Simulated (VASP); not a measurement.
# TeSe6O2 (P-1) in VASP: notebook, part 2 of 2

VASP 6.6.1. Earlier steps stand in the parts before.

### 4 Single point, PBEsol

Input file INCAR:

```
SYSTEM = TeSe6O2
ALGO = Normal
EDIFF = 1E-7
ENCUT = 520
GGA = PS
ISIF = 2
ISMEAR = 1
ISYM = 0
LASPH = .TRUE.
LCHARG = .TRUE.
LELF = .TRUE.
LREAL = .FALSE.
LVHAR = .TRUE.
LWAVE = .FALSE.
NBANDS = 37
NELM = 60
PREC = Accurate
SIGMA = 0.05
```

Input file KPOINTS:

```
Automatic mesh
0
Gamma
  3 3 3
  0 0 0.5
```

Input file POSCAR:

```
TeSe6O2
1.0
    6.2821940000      0.0000000000      0.0000000000
   -1.3204750000      6.1741970000      0.0000000000
   -0.0768130000     -1.2960730000      6.2357540000
Se Te O
6 1 2
Direct
    0.0836000000      0.7671000000      0.6794000000
    0.9164000000      0.2329000000      0.3206000000
    0.3057000000      0.9531000000      0.2026000000
    0.6943000000      0.0469000000      0.7974000000
    0.2282000000      0.3219000000      0.9101000000
    0.7718000000      0.6781000000      0.0899000000
    0.0000000000      0.0000000000      0.0000000000
    0.5392000000      0.4276000000      0.5536000000
    0.4608000000      0.5724000000      0.4464000000
```

Potentials or basis: VASP PAW PBE potentials, release 64 (Se, Te, O).

On the command line:

```
$ cat potpaw_PBE.64/Se/POTCAR potpaw_PBE.64/Te/POTCAR potpaw_PBE.64/O/POTCAR > POTCAR
$ mpirun -np 1 vasp_std > vasp.out
```

OUTCAR:

```text
SYSTEM = TeSe6O2
   EDIFF = 1E-7
   ENCUT = 520
   GGA = PS
   ISIF = 2
   ISMEAR = 1
   ISYM = 0
   LASPH = .TRUE.
   LREAL = .FALSE.
   NELM = 60
   PREC = Accurate

 ion  position               nearest neighbor table
   1  0.084  0.767  0.679-   7 2.40
   2  0.916  0.233  0.321-   7 2.40
   3  0.306  0.953  0.203-   7 2.40
   4  0.694  0.047  0.797-   7 2.40
   5  0.228  0.322  0.910-   7 2.40
   6  0.772  0.678  0.090-   7 2.40
   7  0.000  0.000  0.000-   3 2.40   4 2.40   5 2.40   6 2.40   1 2.40   2 2.40
   8  0.539  0.428  0.554-   9 1.40
   9  0.461  0.572  0.446-   8 1.40

IMPORTANT INFORMATION: All symmetrisations will be switched off!
NOSYMM: (Re-)initialisation of all symmetry stuff for point group C_1.

----------------------------------------------------------------------------------------

                                     Primitive cell

  volume of cell :     241.8693

  direct lattice vectors                    reciprocal lattice vectors
     6.282194000  0.000000000  0.000000000     0.159180057  0.034043826  0.009036659
    -1.320475000  6.174197000  0.000000000     0.000000000  0.161964382  0.033663557
    -0.076813000 -1.296073000  6.235754000     0.000000000  0.000000000  0.160365531

  length of vectors
     6.282194000  6.313823154  6.369484548     0.163030469  0.165425802  0.160365531

  position of ions in fractional coordinates (direct lattice)
     0.083600000  0.767100000  0.679400000
     0.916400000  0.232900000  0.320600000
     0.305700000  0.953100000  0.202600000
     0.694300000  0.046900000  0.797400000
     0.228200000  0.321900000  0.910100000
     0.771800000  0.678100000  0.089900000
     0.000000000  0.000000000  0.000000000
     0.539200000  0.427600000  0.553600000
     0.460800000  0.572400000  0.446400000

  ion indices of the primitive-cell ions
   primitive index   ion index
                 1           1
                 2           2
                 3           3
                 4           4
                 5           5
                 6           6
                 7           7
                 8           8
                 9           9

----------------------------------------------------------------------------------------

 KPOINTS: Automatic mesh

Automatic generation of k-mesh.
 Grid dimensions read from file:
 generate k-points for:    3    3    3

 Generating k-lattice:

  Cartesian coordinates                     Fractional coordinates (reciprocal lattice)
     0.053060019  0.011347942  0.003012220     0.333333333  0.000000000 -0.000000000
     0.000000000  0.053988127  0.011221186     0.000000000  0.333333333  0.000000000
     0.000000000  0.000000000  0.053455177     0.000000000  0.000000000  0.333333333

  Length of vectors
     0.054343490  0.055141934  0.053455177

  Shift w.r.t. Gamma in fractional coordinates (k-lattice)
     0.000000000  0.000000000  0.500000000

 Subroutine IBZKPT returns following result:
 ===========================================

 Found     14 irreducible k-points:

 Following reciprocal coordinates:
            Coordinates               Weight
  0.000000  0.000000  0.166667      2.000000
  0.333333  0.000000  0.166667      2.000000
 -0.333333 -0.000000  0.166667      2.000000
  0.000000  0.333333  0.166667      2.000000
  0.333333  0.333333  0.166667      2.000000
 -0.333333  0.333333  0.166667      2.000000
  0.000000 -0.333333  0.166667      2.000000
  0.333333 -0.333333  0.166667      2.000000
 -0.333333 -0.333333  0.166667      2.000000
  0.000000  0.000000  0.500000      1.000000
  0.333333  0.000000  0.500000      2.000000
  0.000000  0.333333  0.500000      2.000000
  0.333333  0.333333  0.500000      2.000000
 -0.333333  0.333333  0.500000      2.000000
   k-points           NKPTS =     14   k-points in BZ     NKDIM =     14   number of bands    NBANDS=     37
   number of dos      NEDOS =    301   number of ions     NIONS =      9
   total plane-waves  NPLWV = 110592
   dimension x,y,z NGX =    48 NGY =   48 NGZ =   48
   dimension x,y,z NGXF=    96 NGYF=   96 NGZF=   96
   ions per type =               6   1   2
   NGX,Y,Z   is equivalent  to a cutoff of  12.70, 12.64, 12.53 a.u.
   NGXF,Y,Z  is equivalent  to a cutoff of  25.40, 25.28, 25.06 a.u.
 SYSTEM =  TeSe6O2
   PREC   = accura    normal or accurate (medium, high low for compatibility)
   ISTART =      0    job   : 0-new  1-cont  2-samecut
   ICHARG =      2    charge: 1-file 2-atom 10-const
   ISPIN  =      1    spin polarized calculation?
   LNONCOLLINEAR =      F non collinear calculations
   LSORBIT =      F    spin-orbit coupling
   LASPH  =      T    aspherical Exc in radial PAW
   ENCUT  =  520.0 eV  38.22 Ry    6.18 a.u.  11.68 11.74 11.84*2*pi/ulx,y,z
   NELM   =     60;   NELMIN=  2; NELMDL= -5     # of ELM steps
   EDIFF  = 0.1E-06   stopping-criterion for ELM
   LREAL  =      F    real-space projection
   EDIFFG = 0.1E-05   stopping-criterion for IOM
   NSW    =      0    number of steps for IOM
   IBRION =     -1    ionic relax: 0-MD 1-quasi-New 2-CG
   NFREE  =      0    steps in history (QN), initial steepest desc. (CG)
   ISIF   =      2    stress and relaxation
   ISYM   =      0    0-nonsym 1-usesym 2-fastsym
   POTIM  = 0.5000    time-step for ionic-motion
   TEBEG  =    0.0;   TEEND  =   0.0 temperature during run
   PSTRESS=    0.0 pullay stress
   NELECT =      54.0000    total number of electrons
   NUPDOWN=      -1.0000    fix difference up-down
   EMIN   =  10.00;   EMAX   =-10.00  energy-range for DOS
   EFERMI =   0.00;   METHOD = LEGACY
   ISMEAR =     1;   SIGMA  =   0.05  broadening in eV -4-tet -1-fermi 0-gaus
   EFERMI_NEDOS =   21; number of points for ismear=-14 and -15
   IALGO  =     38    algorithm
   IMIX   =      4    mixing-type and parameters
     AMIX     =   0.40;   BMIX     =  1.00
     AMIX_MAG =   1.60;   BMIX_MAG =  1.00
  volume/ion in A,a.u.               =      26.87       181.36
  Fermi-wavevector in a.u.,A,eV,Ry     =   0.993145  1.876771 13.419919  0.986336
  Thomas-Fermi vector in A             =   2.125006
   LORBIT       =      0    0 simple, 1 ext, 2 COOP (PROOUT), +10 PAW based schemes
   GGA     = PS    functional components
   LHFCALC =     F    Hartree Fock is set to
   AEXX    =    0.0000 exact exchange contribution
   IVDW    =     0    specifies the selected vdW correction
   LEPSILON=     F    determine dielectric tensor
   LRPA    =     F    only Hartree local field effects (RPA)
 non-spin polarized calculation
 Methfessel and Paxton  Order N= 1 SIGMA  =   0.05
  energy-cutoff  :      520.00
  volume of cell :      241.87
 maximum number of plane-waves:      6523
   NGX = 23   NGY = 23   NGZ = 23

 number of electron      54.0000004 magnetization

 Free energy of the ion-electron system (eV)
  ---------------------------------------------------
  ext. energy  EPLUGINS =         0.00000000
  ---------------------------------------------------
  free energy    TOTEN  =       -28.17005952 eV

  energy without entropy =      -28.16787123  energy(sigma->0) =      -28.16933009

 E-fermi :   1.3508     XC(G=0):  -8.6819

 val. band max:        1.3419903739   @ k =   0.0000   0.0000   0.5000
 cond. band min:       1.3554749343   @ k =   0.0000   0.0000   0.1667
 fundamental gap:      0.0134845604
 Fermi energy:         1.3507690277

 k-point     1 :       0.0000    0.0000    0.1667
  band No.  band energies     occupation
      1     -20.7097      2.00000
      2     -14.7534      2.00000
      3     -12.7958      2.00000
      4     -11.4548      2.00000
      5     -11.3157      2.00000
      6     -11.2190      2.00000
[... 29 lines left out ...]
     36       7.0912      0.00000
     37       7.8018      0.00000
[... 518 lines left out ...]
     36       7.0890      0.00000
     37       7.8848      0.00000

------------------------ aborting loop because EDIFF is reached ----------------------------------------

  FORCE on cell =-STRESS in cart. coord.  units (eV):
  Direction    XX          YY          ZZ          XY          YZ          ZX
  --------------------------------------------------------------------------------------
  -------------------------------------------------------------------------------------
  Total        2.0417127      2.1377088      4.3499268      3.4090647      3.8455375      0.7868619
  in kB       13.5245996     14.1604913     28.8145426     22.5821364     25.4733949      5.2122869
  external PRESSURE =      18.8332112 kB  Pullay stress =       0.0000000 kB

 VOLUME and BASIS-vectors are now :
 -----------------------------------------------------------------------------
  energy-cutoff  :      520.00
  volume of cell :      241.87
      direct lattice vectors                 reciprocal lattice vectors
     6.282194000  0.000000000  0.000000000     0.159180057  0.034043826  0.009036659
    -1.320475000  6.174197000  0.000000000     0.000000000  0.161964382  0.033663557
    -0.076813000 -1.296073000  6.235754000     0.000000000  0.000000000  0.160365531

 POSITION                                       TOTAL-FORCE (eV/Angst)
 -----------------------------------------------------------------------------------
     -0.53993      3.85567      4.23657         0.725936     -1.028475     -2.060394
      5.42484      1.02245      1.99918        -0.725938      1.028477      2.060394
      0.64636      5.62204      1.26336         1.744269     -0.375931      1.423141
      4.23855     -0.74392      4.97239        -1.744267      0.375931     -1.423141
      0.93863      0.80792      5.67516         1.146175      2.096539     -0.464976
      3.94628      4.07021      0.56059        -1.146176     -2.096541      0.464976
      0.00000      0.00000      0.00000         0.000003     -0.000004      0.000003
      2.78020      1.92258      3.45211        -2.625500      3.776782     -2.676772
      2.10471      2.95554      2.78364         2.625498     -3.776778      2.676769
 -----------------------------------------------------------------------------------
    total drift:                               -0.000003      0.000005     -0.000004

  FREE ENERGIE OF THE ION-ELECTRON SYSTEM (eV)
  ---------------------------------------------------
  free  energy   TOTEN  =       -28.1700595231 eV

  energy  without entropy=      -28.1678712272  energy(sigma->0) =      -28.16933009
```

Wall time 3.2 min (1 thread of Oxide Virtual Turin-like, shared host); peak memory 0.35 GiB.

Results:

| Property | Result |
| --- | --- |
| Free energy | -28.1701 eV |
| Pressure | 1.9 GPa |
| Largest force | 5.322 eV/Å |
| Band gap on the k mesh | zero (bands 27 and 28 overlap by 0.02 eV) |

Forces on the atoms (eV/Å):
```
Se   0.726 -1.028 -2.060
Se  -0.726  1.028  2.060
Se   1.744 -0.376  1.423
Se  -1.744  0.376 -1.423
Se   1.146  2.097 -0.465
Se  -1.146 -2.097  0.465
Te   0.000  0.000  0.000
O   -2.626  3.777 -2.677
O    2.625 -3.777  2.677
```

Levels at points of the mesh, in eV from the Fermi level:
| k point | band 25 | band 26 | band 27 | band 28 | band 29 | band 30 |
| --- | --- | --- | --- | --- | --- | --- |
| (0.00, 0.00, 0.50) | -0.31 | -0.17 | -0.05 | -0.01 | 0.33 | 0.43 |

Caveat: the PAW data sets were made with another functional, which shifts forces and pressure a little; spin-orbit coupling is left out, which moves the levels of the heavy elements.
